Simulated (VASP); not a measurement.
# MgAs3: relaxation of cell and atoms with PBE

MgAs3:

```
Mg As
1.0
     4.29474    0.00000    0.00000
     0.00000    4.29474    0.00000
     0.00000    0.00000    4.29474
Mg As
1 3
Direct
  0.00000 0.00000 0.00000
  0.00000 0.50000 0.50000
  0.50000 0.00000 0.50000
  0.50000 0.50000 0.00000
```

| Property | Result |
| --- | --- |
| Program | VASP 6.6.1 |
| Task | relaxation of cell and atoms |
| Functional | PBE |
| Potentials or basis | VASP PAW PBE potentials, release 64 (Mg, As) |
| Cutoff | 600 eV |
| k mesh | 12 × 12 × 12 |
| Occupations | gaussian, width 0.1 eV |
| Spin | no spin polarisation |
| Dipole correction | no |
| Further INCAR settings | ALGO = Fast; EDIFF = 1e-06; IBRION = 2; EDIFFG = -0.01; NSW = 100; ISIF = 3 |

```yaml
Relaxed_volume: 19.50 Å³/atom
Relaxed_cell: a = 4.272 Å, b = 4.272 Å, c = 4.272 Å, α = 90.00°, β = 90.00°, γ = 90.00°
Space_group_after_relaxing_to_0.1_Å: Pm-3m (No. 221)
Energy_gained_by_relaxing: 1.0 meV/atom
Ionic_steps: 3
Pressure_after_relaxing: 0.0 GPa
Band_gap_on_the_k_mesh: zero (an odd number of electrons rules out a gap without spin polarisation)
```

The path:
| step | energy change (eV) | largest force (eV/Å) | pressure (GPa) | volume (Å³) |
| --- | --- | --- | --- | --- |
| 1 | 0.0000 | 0.0000 | -1.06 | 79.22 |
| 2 | -0.0039 | 0.0000 | 0.24 | 77.72 |
| 3 | -0.0041 | 0.0000 | 0.00 | 77.99 |

Final structure:
```
Mg As
1.0
     4.27240    0.00000    0.00000
     0.00000    4.27240    0.00000
     0.00000    0.00000    4.27240
Mg As
1 3
Direct
  0.00000 0.00000 0.00000
  0.00000 0.50000 0.50000
  0.50000 0.00000 0.50000
  0.50000 0.50000 0.00000
```

Levels at points of the mesh, in eV from the Fermi level:
```tsv
k point	band 6	band 7	band 8	band 9	band 10	band 11	band 12
(0.00, 0.00, 0.00)	-4.74	-0.40	0.62	0.62	0.62	2.80	2.80
(0.50, 0.00, 0.00)	-2.59	-2.02	-2.02	-1.59	-0.81	2.45	2.45
(0.50, 0.50, 0.00)	-1.54	-1.54	-1.50	-1.49	-1.49	3.05	3.12
(0.50, 0.50, 0.50)	-5.51	-5.51	-1.44	4.04	4.04	4.05	4.05
```

Wall time 3.5 min on 1 thread of Oxide Virtual Turin-like Processor (shared host), peak memory 0.25 GiB.
